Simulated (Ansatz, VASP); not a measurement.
One calculation of H, two programs

POSCAR

```
H
1.0
   -1.6915344700      1.6915344700      2.0584739900
    1.6915344700     -1.6915344700      2.0584739900
    1.6915344700      1.6915344700     -2.0584739900
H
2
Direct
    0.0901377100      0.0901377100      0.0000000000
    0.9098622900      0.9098622900      0.0000000000
```

File INCAR.step1:

```
SYSTEM = H
PREC = Accurate
ENCUT = 520
EDIFF = 1E-5
ISMEAR = -1
SIGMA = 0.05
LREAL = .FALSE.
LASPH = .TRUE.
NELM = 100
ALGO = Normal
ISIF = 2
LWAVE = .TRUE.
LCHARG = .FALSE.
NBANDS = 8
GGA = PE
```

File INCAR.step2:

```
SYSTEM = H
PREC = Accurate
ENCUT = 520
EDIFF = 1E-6
ISMEAR = -1
SIGMA = 0.05
LREAL = .FALSE.
LASPH = .TRUE.
NELM = 100
ALGO = Normal
ISIF = 2
LWAVE = .FALSE.
LCHARG = .FALSE.
GGA = PE
LHFCALC = .TRUE.
AEXX = 0.2
HFSCREEN = 0.2
PRECFOCK = Normal
NBANDS = 8
ISTART = 1
```

Contents of KPOINTS:

```
Automatic mesh
0
G
  6 6 6
  0 0 0
```

Contents of input.yaml:

```yaml
crystal:
  lattice:
    - [-1.69153447, 1.69153447, 2.05847399]
    - [1.69153447, -1.69153447, 2.05847399]
    - [1.69153447, 1.69153447, -2.05847399]
  atoms:
    - { symbol: H, position: [0.09013771, 0.09013771, 0.0] }
    - { symbol: H, position: [0.90986229, 0.90986229, 0.0] }
hamiltonian:
  xc: { exchange: pbe, correlation: pbe, exx: { coeff: 0.2, omega: 0.2 } }
  pseudopotentials: { kind: paw }
kpoints:
  mp_grid: { grid: [6, 6, 6] }
scf:
  occupations: { method: fermi_dirac, width: 0.05 }
output:
  forces: true
  stress: true
  eigenvalues: true
  write_density: true
  write_potential: true
  elf: true
  volumetric_format: npy
```

Alike in both runs: task single point; functional PBE-based screened hybrid; k mesh 6 × 6 × 6; occupations fermi-dirac, width 0.05 eV; no spin polarisation.

|  | VASP | Ansatz |
| --- | --- | --- |
| version | VASP 6.6.1 | Ansatz 0.2.0 |
| potentials or method | VASP PAW PBE potentials, release 64 (H) | Ansatz PAW |
| plane-wave cutoff (eV) | 520 | 420 |
| valence electrons in the cell | 2 | 2 |

VASP gave:

```
gap on the k mesh at the Fermi level (eV)                     : 10.19
least direct gap on the mesh (eV)                             : 11.05
pressure (GPa)                                                : 0.4
traceless stress, the component that is largest in VASP (GPa) : 0.39
rms of the force components (eV/Å)                            : 0.067
```

Q: Estimate Ansatz's values.

A: gap on the k mesh at the Fermi level (eV): 10.20; least direct gap on the mesh (eV): 11.05; pressure (GPa): 0.6; traceless stress, the component that is largest in VASP (GPa): 0.45; rms of the force components (eV/Å): 0.071.

VASP's potentials were made for PBE, not for PBE-based screened hybrid. Atom by atom the forces differ by 0.003 eV/Å (rms over components). With one functional, cell and mesh, what is left measures potentials, basis and numerics.

The k mesh is coarse, so the values compare programs but aren't converged.
